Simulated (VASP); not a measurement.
The system is TiO2 (Anatase).

```
Ti O
1.0
    -1.89210    1.89210    4.75730
     1.89210   -1.89210    4.75730
     1.89210    1.89210   -4.75730
Ti O
2 4
Direct
  0.75000 0.25000 0.50000
  0.00000 0.00000 0.00000
  0.79190 0.79190 0.00000
  0.54190 0.04190 0.50000
  0.95810 0.45810 0.50000
  0.20810 0.20810 0.00000
```

| Item | Value |
| --- | --- |
| Program | VASP 6.6.1 |
| Task | relaxation of cell and atoms |
| Functional | LDA |
| Potentials or basis | VASP PAW LDA potentials, release 64 (Ti_sv, O) |
| Cutoff | 600 eV |
| k mesh | 8 × 8 × 8 |
| Occupations | fermi-dirac, width 0.05 eV |
| Spin | no spin polarisation |

At the start: pressure -5.8 GPa; volume 11.35 Å³/atom.

Question: How do energy, volume and symmetry change on relaxing?

Answer: Over 6 steps the energy falls by 5.6 meV/atom and the volume is 11.05 Å³/atom (-2.6 %); space group I4_1/amd (No. 141, to 0.05 Å).

Step by step:
```
step  energy change (eV)  largest force (eV/Å)  pressure (GPa)  volume (Å³)
   1              0.0000                0.0900           -5.77        68.13
   2              0.0280                0.3183            8.76        64.17
   3             -0.0325                0.0759           -0.05        66.42
   4             -0.0325                0.0796            0.01        66.38
   5             -0.0332                0.0231            0.07        66.31
   6             -0.0334                0.0031            0.08        66.33
```

Final structure:
```
CELL_PARAMETERS angstrom
-1.87265 1.87265 4.72862
1.87265 -1.87265 4.72862
1.87265 1.87265 -4.72862
ATOMIC_POSITIONS crystal
Ti 0.75000 0.25000 0.50000
Ti 0.00000 0.00000 0.00000
O 0.79183 0.79183 0.00000
O 0.54183 0.04183 0.50000
O 0.95817 0.45817 0.50000
O 0.20817 0.20817 0.00000
```
